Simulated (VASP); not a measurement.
# Sb (R-3m) in VASP: further runs

Runs on Sb. Level: PBE. Tasks: single point.

Everything below comes from runs of VASP 6.6.1. Logs are shortened: lines on timing, memory, paths and dates and some standing lists are left out, and cuts for length are marked.

## 1. The cell of the first run

Symmetry: R-3m, No. 166, trigonal system. Conventional cell: a = 4.424 Å, b = 4.424 Å, c = 5.583 Å, α = 90.00°, β = 90.00°, γ = 120.00°. Sb (site symmetry -3m) has 6 Sb at 3.16 Å within 4.2 Å.

## 2. Single point, PBE (equal xy, yz and zx shear strains of +2 %)

The input, INCAR:

```
PREC = Accurate
ENCUT = 520
EDIFF = 1E-7
ISMEAR = -1
SIGMA = 0.05
LREAL = F
LASPH = T
NELM = 60
ALGO = Normal
ISIF = 2
LWAVE = F
LCHARG = F
GGA = PE
NBANDS = 8
```

The input, KPOINTS:

```
regular mesh
0
Gamma
  13 13 13
```

The input, POSCAR:

```
Sb
1.0
    3.1600000000      0.0316000000      0.0316000000
    0.0316000000      3.1600000000      0.0316000000
    0.0316000000      0.0316000000      3.1600000000
Sb
1
Direct
    0.0000000000      0.0000000000      0.0000000000
```

Potentials or basis: VASP PAW PBE potentials, release 64 (Sb).

Started as:

```
$ cat potpaw_PBE.64/Sb/POTCAR > POTCAR
$ mpirun -np 1 vasp_std > vasp.out
```

OUTCAR:

```text
PREC = Accurate
   ENCUT = 520
   EDIFF = 1E-7
   ISMEAR = -1
   LREAL = F
   LASPH = T
   NELM = 60
   ISIF = 2
   GGA = PE

 ion  position               nearest neighbor table
   1  0.000  0.000  0.000-

  LATTYP: Found a trigonal (rhomboedric) cell.
 ALAT       =     3.1603159842
 COS(alpha) =     0.0200959808

  Lattice vectors:

 A1 = (   3.1600000000,   0.0316000000,   0.0316000000)
 A2 = (   0.0316000000,   3.1600000000,   0.0316000000)
 A3 = (   0.0316000000,   0.0316000000,   3.1600000000)

Analysis of symmetry for initial positions (statically):
=====================================================================
 Subroutine PRICEL returns:
 Original cell was already a primitive cell.

 Routine SETGRP: Setting up the symmetry group for a
 trigonal (rhombohedral) supercell.

 Subroutine GETGRP returns: Found 12 space group operations
 (whereof 12 operations were pure point group operations)
 out of a pool of 12 trial point group operations.

The static configuration has the point symmetry D_3d.

Analysis of symmetry for dynamics (positions and initial velocities):
=====================================================================
 Subroutine PRICEL returns:
 Original cell was already a primitive cell.

 Routine SETGRP: Setting up the symmetry group for a
 trigonal (rhombohedral) supercell.

 Subroutine GETGRP returns: Found 12 space group operations
 (whereof 12 operations were pure point group operations)
 out of a pool of 12 trial point group operations.

The dynamic configuration has the point symmetry D_3d.

 Subroutine INISYM returns: Found 12 space group operations
 (whereof 12 operations are pure point group operations),
 and found     1 'primitive' translations

----------------------------------------------------------------------------------------

                                     Primitive cell

  volume of cell :      31.5451

  direct lattice vectors                    reciprocal lattice vectors
     3.160000000  0.031600000  0.031600000     0.316518373 -0.003133845 -0.003133845
     0.031600000  3.160000000  0.031600000    -0.003133845  0.316518373 -0.003133845
     0.031600000  0.031600000  3.160000000    -0.003133845 -0.003133845  0.316518373

  length of vectors
     3.160315984  3.160315984  3.160315984     0.316549400  0.316549400  0.316549400

  position of ions in fractional coordinates (direct lattice)
     0.000000000  0.000000000  0.000000000

  ion indices of the primitive-cell ions
   primitive index   ion index
                 1           1

----------------------------------------------------------------------------------------

 KPOINTS: regular mesh

Automatic generation of k-mesh.
 Grid dimensions read from file:
 generate k-points for:   13   13   13

 Generating k-lattice:

  Cartesian coordinates                     Fractional coordinates (reciprocal lattice)
     0.024347567 -0.000241065 -0.000241065     0.076923077  0.000000000  0.000000000
    -0.000241065  0.024347567 -0.000241065     0.000000000  0.076923077  0.000000000
    -0.000241065 -0.000241065  0.024347567     0.000000000  0.000000000  0.076923077

  Length of vectors
     0.024349954  0.024349954  0.024349954

  Shift w.r.t. Gamma in fractional coordinates (k-lattice)
     0.000000000  0.000000000  0.000000000

 Subroutine IBZKPT returns following result:
 ===========================================

 Found    231 irreducible k-points:

 Following reciprocal coordinates:
            Coordinates               Weight
  0.000000  0.000000  0.000000      1.000000
  0.076923 -0.000000 -0.000000      6.000000
  0.153846 -0.000000 -0.000000      6.000000
  0.230769 -0.000000 -0.000000      6.000000
  0.307692 -0.000000 -0.000000      6.000000
  0.384615 -0.000000 -0.000000      6.000000
[... 16 lines left out ...]
  0.384615  0.153846 -0.000000     12.000000
  0.461538  0.153846  0.000000     12.000000
 [... further k-points ...]
   k-points           NKPTS =    231   k-points in BZ     NKDIM =    231   number of bands    NBANDS=      8
   number of dos      NEDOS =    301   number of ions     NIONS =      1
   total plane-waves  NPLWV =  13824
   dimension x,y,z NGX =    24 NGY =   24 NGZ =   24
   dimension x,y,z NGXF=    48 NGYF=   48 NGZF=   48
   ions per type =               1
   NGX,Y,Z   is equivalent  to a cutoff of  12.63, 12.63, 12.63 a.u.
   NGXF,Y,Z  is equivalent  to a cutoff of  25.25, 25.25, 25.25 a.u.
 SYSTEM =  unknown system
   PREC   = accura    normal or accurate (medium, high low for compatibility)
   ISTART =      0    job   : 0-new  1-cont  2-samecut
   ICHARG =      2    charge: 1-file 2-atom 10-const
   ISPIN  =      1    spin polarized calculation?
   LNONCOLLINEAR =      F non collinear calculations
   LSORBIT =      F    spin-orbit coupling
   LASPH  =      T    aspherical Exc in radial PAW
   ENCUT  =  520.0 eV  38.22 Ry    6.18 a.u.   5.88  5.88  5.88*2*pi/ulx,y,z
   NELM   =     60;   NELMIN=  2; NELMDL= -5     # of ELM steps
   EDIFF  = 0.1E-06   stopping-criterion for ELM
   LREAL  =      F    real-space projection
   EDIFFG = 0.1E-05   stopping-criterion for IOM
   NSW    =      0    number of steps for IOM
   IBRION =     -1    ionic relax: 0-MD 1-quasi-New 2-CG
   NFREE  =      0    steps in history (QN), initial steepest desc. (CG)
   ISIF   =      2    stress and relaxation
   ISYM   =      2    0-nonsym 1-usesym 2-fastsym
   POTIM  = 0.5000    time-step for ionic-motion
   TEBEG  =    0.0;   TEEND  =   0.0 temperature during run
   PSTRESS=    0.0 pullay stress
   NELECT =       5.0000    total number of electrons
   NUPDOWN=      -1.0000    fix difference up-down
   EMIN   =  10.00;   EMAX   =-10.00  energy-range for DOS
   EFERMI =   0.00;   METHOD = LEGACY
   ISMEAR =    -1;   SIGMA  =   0.05  broadening in eV -4-tet -1-fermi 0-gaus
   EFERMI_NEDOS =   21; number of points for ismear=-14 and -15
   IALGO  =     38    algorithm
   IMIX   =      4    mixing-type and parameters
     AMIX     =   0.40;   BMIX     =  1.00
     AMIX_MAG =   1.60;   BMIX_MAG =  1.00
  volume/ion in A,a.u.               =      31.55       212.88
  Fermi-wavevector in a.u.,A,eV,Ry     =   0.885974  1.674248 10.679888  0.784950
  Thomas-Fermi vector in A             =   2.007078
   LORBIT       =      0    0 simple, 1 ext, 2 COOP (PROOUT), +10 PAW based schemes
   GGA     = PE    functional components
   LHFCALC =     F    Hartree Fock is set to
   AEXX    =    0.0000 exact exchange contribution
   IVDW    =     0    specifies the selected vdW correction
   LEPSILON=     F    determine dielectric tensor
   LRPA    =     F    only Hartree local field effects (RPA)
 non-spin polarized calculation
  energy-cutoff  :      520.00
  volume of cell :       31.55
 maximum number of plane-waves:       868
   NGX = 11   NGY = 11   NGZ = 11

 number of electron       5.0000001 magnetization

 Free energy of the ion-electron system (eV)
  ---------------------------------------------------
  ext. energy  EPLUGINS =         0.00000000
  ---------------------------------------------------
  free energy    TOTEN  =        -4.09184479 eV

  energy without entropy =       -4.08888199  energy(sigma->0) =       -4.09036339

 E-fermi :   6.4994     XC(G=0):  -9.3889

 val. band max:        6.4689762020   @ k =  -0.3077   0.2308   0.1538
 cond. band min:       6.5435171417   @ k =  -0.2308  -0.3077   0.1538
 fundamental gap:      0.0745409398
 Fermi energy:         6.4993564467

 k-point     1 :       0.0000    0.0000    0.0000
  band No.  band energies     occupation
      1      -5.5210      2.00000
      2       9.5318      0.00000
      3       9.5318      0.00000
      4       9.6673      0.00000
      5      13.3222      0.00000
      6      13.3222      0.00000
      7      14.3776      0.00000
      8      23.7012      0.00000

 k-point     2 :       0.0769   -0.0000   -0.0000
  band No.  band energies     occupation
      1      -5.4403      2.00000
      2       8.5794      0.00000
      3       9.6096      0.00000
      4       9.7027      0.00000
      5      13.3887      0.00000
      6      13.8649      0.00000
      7      15.0196      0.00000
      8      22.8718      0.00000

 k-point     3 :       0.1538   -0.0000   -0.0000
  band No.  band energies     occupation
      1      -5.2010      2.00000
      2       6.8131      0.00376
      3       9.8358      0.00000
      4       9.9269      0.00000
      5      13.5865      0.00000
      6      14.2461      0.00000
      7      16.9589      0.00000
      8      21.5574      0.00000

 k-point     4 :       0.2308   -0.0000   -0.0000
  band No.  band energies     occupation
      1      -4.8150      2.00000
      2       5.0357      2.00000
      3      10.1868      0.00000
      4      10.2777      0.00000
      5      13.9092      0.00000
      6      14.6462      0.00000
      7      19.1231      0.00000
      8      20.2589      0.00000

 k-point     5 :       0.3077   -0.0000   -0.0000
  band No.  band energies     occupation
      1      -4.3120      2.00000
      2       3.4371      2.00000
      3      10.6147      0.00000
      4      10.7057      0.00000
      5      14.3392      0.00000
      6      15.1784      0.00000
      7      19.1058      0.00000
      8      19.1591      0.00000

 k-point     6 :       0.3846   -0.0000   -0.0000
  band No.  band energies     occupation
      1      -3.7675      2.00000
      2       2.1441      2.00000
      3      11.0331      0.00000
      4      11.1243      0.00000
      5      14.8255      0.00000
      6      15.8566      0.00000
      7      18.2168      0.00000
      8      18.2347      0.00000

 k-point     7 :       0.4615   -0.0000   -0.0000
  band No.  band energies     occupation
      1      -3.3622      2.00000
      2       1.3599      2.00000
      3      11.3073      0.00000
      4      11.3988      0.00000
      5      15.2144      0.00000
      6      16.6482      0.00000
      7      17.5793      0.00000
      8      17.7589      0.00000

 k-point     8 :       0.0769    0.0769   -0.0000
  band No.  band energies     occupation
      1      -5.3621      2.00000
      2       8.5939      0.00000
      3       8.7812      0.00000
      4       9.7328      0.00000
      5      13.6655      0.00000
      6      14.4975      0.00000
      7      15.2776      0.00000
      8      21.6821      0.00000

 k-point     9 :       0.1538    0.0769    0.0000
  band No.  band energies     occupation
      1      -5.1253      2.00000
      2       6.9175      0.00047
      3       8.9495      0.00000
      4       9.9550      0.00000
      5      13.9004      0.00000
      6      15.0025      0.00000
      7      16.9593      0.00000
      8      20.2387      0.00000

 k-point    10 :       0.2308    0.0769   -0.0000
  band No.  band energies     occupation
      1      -4.7413      2.00000
      2       5.1405      2.00000
      3       9.3281      0.00000
      4      10.3038      0.00000
      5      14.2381      0.00000
      6      15.3161      0.00000
      7      18.4429      0.00000
      8      19.5549      0.00000
[... 78 lines left out ...]
 k-point    18 :      -0.1538    0.0769   -0.0000
  band No.  band energies     occupation
      1      -5.1150      2.00000
      2       6.8613      0.00144
      3       8.8374      0.00000
      4       9.9667      0.00000
      5      13.9132      0.00000
      6      15.1344      0.00000
      7      17.0595      0.00000
      8      20.8746      0.00000

 k-point    19 :      -0.0769    0.0769    0.0000
  band No.  band energies     occupation
      1      -5.3569      2.00000
      2       8.6090      0.00000
      3       8.6553      0.00000
      4       9.7385      0.00000
      5      13.6715      0.00000
      6      14.5763      0.00000
      7      15.3370      0.00000
      8      22.2916      0.00000

 k-point    20 :       0.1538    0.1538    0.0000
  band No.  band energies     occupation
      1      -4.8907      2.00000
      2       7.0362      0.00004
      3       7.3334      0.00000
      4      10.1750      0.00000
      5      14.1592      0.00000
      6      16.7586      0.00000
      7      17.0225      0.00000
      8      18.9942      0.00000

 k-point    21 :       0.2308    0.1538   -0.0000
  band No.  band energies     occupation
      1      -4.5085      2.00000
      2       5.3910      2.00000
      3       7.5876      0.00000
      4      10.5222      0.00000
      5      14.4907      0.00000
      6      16.3900      0.00000
      7      17.7264      0.00000
      8      19.6546      0.00000

 k-point    22 :       0.3077    0.1538   -0.0000
  band No.  band energies     occupation
      1      -4.0074      2.00000
      2       3.7887      2.00000
      3       8.0574      0.00000
      4      10.9492      0.00000
      5      14.7942      0.00000
      6      15.4679      0.00000
      7      18.0476      0.00000
      8      19.4640      0.00000

 k-point    23 :       0.3846    0.1538   -0.0000
  band No.  band energies     occupation
      1      -3.4606      2.00000
      2       2.4832      2.00000
      3       8.5212      0.00000
      4      11.3713      0.00000
      5      14.2154      0.00000
      6      15.6725      0.00000
      7      18.2555      0.00000
      8      18.5992      0.00000

 k-point    24 :       0.4615    0.1538    0.0000
  band No.  band energies     occupation
      1      -3.0449      2.00000
      2       1.6774      2.00000
      3       8.8012      0.00000
      4      11.6555      0.00000
      5      13.7423      0.00000
      6      16.1949      0.00000
      7      17.9009      0.00000
      8      18.0833      0.00000

 [... further k-points ...]

------------------------ aborting loop because EDIFF is reached ----------------------------------------

  FORCE on cell =-STRESS in cart. coord.  units (eV):
  Direction    XX          YY          ZZ          XY          YZ          ZX
  --------------------------------------------------------------------------------------
  -------------------------------------------------------------------------------------
  Total       -0.5009785     -0.5009785     -0.5009785     -0.0657152     -0.0657152     -0.0657152
  in kB      -25.4447312    -25.4447312    -25.4447312     -3.3376794     -3.3376794     -3.3376794
  external PRESSURE =     -25.4447312 kB  Pullay stress =       0.0000000 kB

 VOLUME and BASIS-vectors are now :
 -----------------------------------------------------------------------------
  energy-cutoff  :      520.00
  volume of cell :       31.55
      direct lattice vectors                 reciprocal lattice vectors
     3.160000000  0.031600000  0.031600000     0.316518373 -0.003133845 -0.003133845
     0.031600000  3.160000000  0.031600000    -0.003133845  0.316518373 -0.003133845
     0.031600000  0.031600000  3.160000000    -0.003133845 -0.003133845  0.316518373

 POSITION                                       TOTAL-FORCE (eV/Angst)
 -----------------------------------------------------------------------------------
      0.00000      0.00000      0.00000        -0.000000      0.000000      0.000000
 -----------------------------------------------------------------------------------
    total drift:                                0.000000      0.000000      0.000000

  FREE ENERGIE OF THE ION-ELECTRON SYSTEM (eV)
  ---------------------------------------------------
  free  energy   TOTEN  =        -4.0918447942 eV

  energy  without entropy=       -4.0888819898  energy(sigma->0) =       -4.09036339
```

Run time: 21 s. Hardware: 1 thread of Intel Xeon Platinum 8488C (Sapphire Rapids), shared host; peak memory 0.18 GiB.

What came out:

| Quantity | Value |
| --- | --- |
| Free energy | -4.0918 eV |
| Pressure | -2.5 GPa |

Stress tensor (GPa, compression positive):
```
-2.54 -0.33 -0.33
-0.33 -2.54 -0.33
-0.33 -0.33 -2.54
```

Caveat: the cell differs from its parent crystal (equal xy, yz and zx shear strains of +2 %); spin-orbit coupling is left out, which moves the levels of the heavy elements.

(Part 1 of 2 ends here.)
